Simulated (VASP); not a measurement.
# BaTe (I4/mmm) in VASP: notebook

BaTe is run at these levels: PBE; tasks: single point.

All numbers are computed with VASP 6.6.1; they aren't measurements. Logs are shortened: lines on timing, memory, paths and dates and some standing lists are left out, and cuts for length are marked.

### 1 The cell of the first run

It takes space group I4/mmm (No. 139, tetragonal). Conventional cell: a = 5.145 Å, b = 5.145 Å, c = 7.007 Å, α = 90.00°, β = 90.00°, γ = 90.00°. Ba (site symmetry 4/mmm) has 6 Te at 3.50 to 3.64 Å within 4.6 Å. Within 4.6 Å of Te (site symmetry 4/mmm) lie 6 Ba at 3.50 to 3.64 Å.

### 2 Single point, PBE (epitaxial xy strain +3.0%)

INCAR

```
PREC = Accurate
ENCUT = 520
EDIFF = 1E-6
ISMEAR = 0
SIGMA = 0.01
LREAL = F
LASPH = T
NELM = 80
ALGO = Normal
ISIF = 2
LWAVE = F
LCHARG = T
GGA = PE
LELF = T
LVHAR = T
NBANDS = 15
```

KPOINTS

```
regular mesh
0
Gamma
  4 4 4
```

POSCAR

```
BaTe
1.0
    0.0000000000      3.6383584395      3.5033386480
    3.6383584395      0.0000000000      3.5033386480
    3.6383584395      3.6383584395      0.0000000000
Ba Te
1 1
Direct
    0.0000000000      0.0000000000      0.0000000000
    0.5000000000      0.5000000000      0.5000000000
```

Potentials or basis: VASP PAW PBE potentials, release 64 (Ba_sv, Te).

Command:

```console
cat potpaw_PBE.64/Ba_sv/POTCAR potpaw_PBE.64/Te/POTCAR > POTCAR
mpirun -np 1 vasp_std > vasp.out
```

OUTCAR:

```text
PREC = Accurate
   ENCUT = 520
   EDIFF = 1E-6
   ISMEAR = 0
   LREAL = F
   LASPH = T
   NELM = 80
   ISIF = 2
   GGA = PE

 ion  position               nearest neighbor table
   1  0.000  0.000  0.000-   2 3.50   2 3.50   2 3.64   2 3.64   2 3.64   2 3.64
   2  0.500  0.500  0.500-   1 3.50   1 3.50   1 3.64   1 3.64   1 3.64   1 3.64

  LATTYP: Found a body centered tetragonal cell.
 ALAT       =     5.1454158499
 C/A-ratio  =     1.3617319767

  Lattice vectors:

 A1 = (   0.0000000000,  -3.6383584395,  -3.5033386480)
 A2 = (   0.0000000000,   3.6383584395,  -3.5033386480)
 A3 = (   3.6383584395,   0.0000000000,   3.5033386480)

Analysis of symmetry for initial positions (statically):
=====================================================================
 Subroutine PRICEL returns:
 Original cell was already a primitive cell.

 Routine SETGRP: Setting up the symmetry group for a
 body centered tetragonal supercell.

 Subroutine GETGRP returns: Found 16 space group operations
 (whereof 16 operations were pure point group operations)
 out of a pool of 16 trial point group operations.

The static configuration has the point symmetry D_4h.

Analysis of symmetry for dynamics (positions and initial velocities):
=====================================================================
 Subroutine PRICEL returns:
 Original cell was already a primitive cell.

 Routine SETGRP: Setting up the symmetry group for a
 body centered tetragonal supercell.

 Subroutine GETGRP returns: Found 16 space group operations
 (whereof 16 operations were pure point group operations)
 out of a pool of 16 trial point group operations.

The dynamic configuration has the point symmetry D_4h.

 Subroutine INISYM returns: Found 16 space group operations
 (whereof 16 operations are pure point group operations),
 and found     1 'primitive' translations

----------------------------------------------------------------------------------------

                                     Primitive cell

  volume of cell :      92.7520

  direct lattice vectors                    reciprocal lattice vectors
     0.000000000  3.638358440  3.503338648    -0.137424613  0.137424613  0.142721001
     3.638358440  0.000000000  3.503338648     0.137424613 -0.137424613  0.142721001
     3.638358440  3.638358440  0.000000000     0.137424613  0.137424613 -0.142721001

  length of vectors
     5.050844862  5.050844862  5.145415850     0.241123065  0.241123065  0.241123065

  position of ions in fractional coordinates (direct lattice)
     0.000000000  0.000000000  0.000000000
     0.500000000  0.500000000  0.500000000

  ion indices of the primitive-cell ions
   primitive index   ion index
                 1           1
                 2           2

----------------------------------------------------------------------------------------

 KPOINTS: regular mesh

Automatic generation of k-mesh.
 Grid dimensions read from file:
 generate k-points for:    4    4    4

 Generating k-lattice:

  Cartesian coordinates                     Fractional coordinates (reciprocal lattice)
    -0.034356153  0.034356153  0.035680250     0.250000000  0.000000000  0.000000000
     0.034356153 -0.034356153  0.035680250     0.000000000  0.250000000  0.000000000
     0.034356153  0.034356153 -0.035680250    -0.000000000 -0.000000000  0.250000000

  Length of vectors
     0.060280766  0.060280766  0.060280766

  Shift w.r.t. Gamma in fractional coordinates (k-lattice)
     0.000000000  0.000000000  0.000000000

 Subroutine IBZKPT returns following result:
 ===========================================

 Found     13 irreducible k-points:

 Following reciprocal coordinates:
            Coordinates               Weight
  0.000000  0.000000  0.000000      1.000000
  0.250000  0.000000  0.000000      8.000000
  0.500000  0.000000  0.000000      4.000000
  0.250000  0.250000  0.000000      2.000000
  0.500000  0.250000  0.000000      8.000000
 -0.250000  0.250000  0.000000      4.000000
  0.500000  0.500000  0.000000      1.000000
  0.250000  0.000000  0.250000      4.000000
  0.500000  0.000000  0.250000     16.000000
 -0.250000  0.000000  0.250000      8.000000
 -0.250000  0.500000  0.250000      4.000000
  0.500000  0.000000  0.500000      2.000000
 -0.250000  0.250000  0.500000      2.000000
   k-points           NKPTS =     13   k-points in BZ     NKDIM =     13   number of bands    NBANDS=     15
   number of dos      NEDOS =    301   number of ions     NIONS =      2
   total plane-waves  NPLWV =  64000
   dimension x,y,z NGX =    40 NGY =   40 NGZ =   40
   dimension x,y,z NGXF=    80 NGYF=   80 NGZF=   80
   ions per type =               1   1
   NGX,Y,Z   is equivalent  to a cutoff of  13.17, 13.17, 12.92 a.u.
   NGXF,Y,Z  is equivalent  to a cutoff of  26.33, 26.33, 25.85 a.u.
 SYSTEM =  unknown system
   PREC   = accura    normal or accurate (medium, high low for compatibility)
   ISTART =      0    job   : 0-new  1-cont  2-samecut
   ICHARG =      2    charge: 1-file 2-atom 10-const
   ISPIN  =      1    spin polarized calculation?
   LNONCOLLINEAR =      F non collinear calculations
   LSORBIT =      F    spin-orbit coupling
   LASPH  =      T    aspherical Exc in radial PAW
   ENCUT  =  520.0 eV  38.22 Ry    6.18 a.u.   9.39  9.39  9.57*2*pi/ulx,y,z
   NELM   =     80;   NELMIN=  2; NELMDL= -5     # of ELM steps
   EDIFF  = 0.1E-05   stopping-criterion for ELM
   LREAL  =      F    real-space projection
   EDIFFG = 0.1E-04   stopping-criterion for IOM
   NSW    =      0    number of steps for IOM
   IBRION =     -1    ionic relax: 0-MD 1-quasi-New 2-CG
   NFREE  =      0    steps in history (QN), initial steepest desc. (CG)
   ISIF   =      2    stress and relaxation
   ISYM   =      2    0-nonsym 1-usesym 2-fastsym
   POTIM  = 0.5000    time-step for ionic-motion
   TEBEG  =    0.0;   TEEND  =   0.0 temperature during run
   PSTRESS=    0.0 pullay stress
   NELECT =      16.0000    total number of electrons
   NUPDOWN=      -1.0000    fix difference up-down
   EMIN   =  10.00;   EMAX   =-10.00  energy-range for DOS
   EFERMI =   0.00;   METHOD = LEGACY
   ISMEAR =     0;   SIGMA  =   0.01  broadening in eV -4-tet -1-fermi 0-gaus
   EFERMI_NEDOS =   21; number of points for ismear=-14 and -15
   IALGO  =     38    algorithm
   IMIX   =      4    mixing-type and parameters
     AMIX     =   0.40;   BMIX     =  1.00
     AMIX_MAG =   1.60;   BMIX_MAG =  1.00
  volume/ion in A,a.u.               =      46.38       312.96
  Fermi-wavevector in a.u.,A,eV,Ry     =   0.911326  1.722157 11.299846  0.830515
  Thomas-Fermi vector in A             =   2.035592
   LORBIT       =      0    0 simple, 1 ext, 2 COOP (PROOUT), +10 PAW based schemes
   GGA     = PE    functional components
   LHFCALC =     F    Hartree Fock is set to
   AEXX    =    0.0000 exact exchange contribution
   IVDW    =     0    specifies the selected vdW correction
   LEPSILON=     F    determine dielectric tensor
   LRPA    =     F    only Hartree local field effects (RPA)
 non-spin polarized calculation
 Gauss-broadening in eV      SIGMA  =   0.01
  energy-cutoff  :      520.00
  volume of cell :       92.75
 maximum number of plane-waves:      2541
 NGX is ok and might be reduce to    40
   NGX = 19   NGY = 19   NGZ = 19

 number of electron      16.0000000 magnetization

 Free energy of the ion-electron system (eV)
  ---------------------------------------------------
  ext. energy  EPLUGINS =         0.00000000
  ---------------------------------------------------
  free energy    TOTEN  =        -8.59600801 eV

  energy without entropy =       -8.59600801  energy(sigma->0) =       -8.59600801

 E-fermi :   1.9924     XC(G=0):  -7.9316

 val. band max:        1.8619774045   @ k =   0.0000   0.0000   0.0000
 cond. band min:       3.4785325459   @ k =   0.5000   0.5000   0.0000
 fundamental gap:      1.6165551414
 Fermi energy:         1.9924497245

 k-point     1 :       0.0000    0.0000    0.0000
  band No.  band energies     occupation
      1     -25.4287      2.00000
      2     -10.5629      2.00000
      3     -10.5629      2.00000
      4     -10.5600      2.00000
      5      -7.5661      2.00000
      6       1.7894      2.00000
      7       1.7894      2.00000
      8       1.8620      2.00000
      9       4.3817      0.00000
     10       4.6969      0.00000
     11       4.6969      0.00000
     12       4.9129      0.00000
     13       5.2311      0.00000
     14       5.4338      0.00000
     15       8.7829      0.00000

 k-point     2 :       0.2500    0.0000    0.0000
  band No.  band energies     occupation
      1     -25.4244      2.00000
      2     -10.7137      2.00000
      3     -10.5711      2.00000
      4     -10.5628      2.00000
      5      -7.2884      2.00000
      6       0.5643      2.00000
      7       1.2273      2.00000
      8       1.2356      2.00000
      9       4.8938      0.00000
     10       5.3831      0.00000
     11       5.4559      0.00000
     12       6.1878      0.00000
     13       6.5476      0.00000
     14       6.8912      0.00000
     15       9.7491      0.00000

 k-point     3 :       0.5000    0.0000    0.0000
  band No.  band energies     occupation
      1     -25.4202      2.00000
      2     -10.8477      2.00000
      3     -10.5793      2.00000
      4     -10.5644      2.00000
      5      -7.0164      2.00000
      6      -0.2234      2.00000
      7       0.8158      2.00000
      8       0.8345      2.00000
      9       5.8827      0.00000
     10       6.3620      0.00000
     11       6.4954      0.00000
     12       6.5663      0.00000
     13       8.4425      0.00000
     14       8.5655      0.00000
     15       8.7051      0.00000

 k-point     4 :       0.2500    0.2500    0.0000
  band No.  band energies     occupation
      1     -25.4225      2.00000
      2     -10.6957      2.00000
      3     -10.5963      2.00000
      4     -10.5963      2.00000
      5      -7.2776      2.00000
      6       0.3820      2.00000
      7       1.4595      2.00000
      8       1.4595      2.00000
      9       4.0403      0.00000
     10       5.1868      0.00000
     11       5.6327      0.00000
     12       6.3046      0.00000
     13       6.3046      0.00000
     14       8.9568      0.00000
     15      10.0794      0.00000
[... 109 lines left out ...]
 k-point    11 :      -0.2500    0.5000    0.2500
  band No.  band energies     occupation
      1     -25.4171      2.00000
      2     -10.6701      2.00000
      3     -10.6682      2.00000
      4     -10.6539      2.00000
      5      -7.2643      2.00000
      6       0.7073      2.00000
      7       0.8799      2.00000
      8       0.9998      2.00000
      9       5.2134      0.00000
     10       5.2164      0.00000
     11       6.4462      0.00000
     12       6.7192      0.00000
     13       7.3059      0.00000
     14       9.1075      0.00000
     15       9.4310      0.00000

 k-point    12 :       0.5000    0.0000    0.5000
  band No.  band energies     occupation
      1     -25.4179      2.00000
      2     -10.7099      2.00000
      3     -10.6239      2.00000
      4     -10.6115      2.00000
      5      -7.3870      2.00000
      6       0.6717      2.00000
      7       1.4447      2.00000
      8       1.4868      2.00000
      9       3.4841      0.00000
     10       5.9435      0.00000
     11       6.2720      0.00000
     12       7.0272      0.00000
     13       7.1802      0.00000
     14       7.3553      0.00000
     15       9.2846      0.00000

 k-point    13 :      -0.2500    0.2500    0.5000
  band No.  band energies     occupation
      1     -25.4179      2.00000
      2     -10.6798      2.00000
      3     -10.6606      2.00000
      4     -10.6606      2.00000
      5      -7.1971      2.00000
      6       0.5785      2.00000
      7       0.8732      2.00000
      8       0.8732      2.00000
      9       5.4403      0.00000
     10       5.4403      0.00000
     11       6.2932      0.00000
     12       6.5120      0.00000
     13       7.1936      0.00000
     14       9.8255      0.00000
     15       9.8278      0.00000

------------------------ aborting loop because EDIFF is reached ----------------------------------------

  FORCE on cell =-STRESS in cart. coord.  units (eV):
  Direction    XX          YY          ZZ          XY          YZ          ZX
  --------------------------------------------------------------------------------------
  -------------------------------------------------------------------------------------
  Total       -0.8943567     -0.8943567      0.2125847      0.0000000      0.0000000      0.0000000
  in kB      -15.4489253    -15.4489253      3.6721423      0.0000000      0.0000000      0.0000000
  external PRESSURE =      -9.0752361 kB  Pullay stress =       0.0000000 kB

 VOLUME and BASIS-vectors are now :
 -----------------------------------------------------------------------------
  energy-cutoff  :      520.00
  volume of cell :       92.75
      direct lattice vectors                 reciprocal lattice vectors
     0.000000000  3.638358440  3.503338648    -0.137424613  0.137424613  0.142721001
     3.638358440  0.000000000  3.503338648     0.137424613 -0.137424613  0.142721001
     3.638358440  3.638358440  0.000000000     0.137424613  0.137424613 -0.142721001

 POSITION                                       TOTAL-FORCE (eV/Angst)
 -----------------------------------------------------------------------------------
      0.00000      0.00000      0.00000         0.000000      0.000000     -0.000000
      3.63836      3.63836      3.50334         0.000000      0.000000      0.000000
 -----------------------------------------------------------------------------------
    total drift:                                0.000000     -0.000000     -0.000000

  FREE ENERGIE OF THE ION-ELECTRON SYSTEM (eV)
  ---------------------------------------------------
  free  energy   TOTEN  =        -8.5960080091 eV

  energy  without entropy=       -8.5960080091  energy(sigma->0) =       -8.59600801
```

It took 43 s on 1 thread of AMD EPYC 7R13, shared host; peak memory 0.2 GiB.

What came out:

| Item | Value |
| --- | --- |
| Free energy | -8.5960 eV |
| Pressure | -0.9 GPa |
| Band gap on the k mesh | 1.62 eV (least direct gap 2.00 eV) |

Stress tensor (GPa, compression positive):
```
-1.54  0.00  0.00
 0.00 -1.54  0.00
 0.00  0.00  0.37
```

Caveat: the cell differs from its parent crystal (epitaxial xy strain +3.0%); spin-orbit coupling is left out, which moves the levels of the heavy elements.

(Continued in part 2 of 2.)
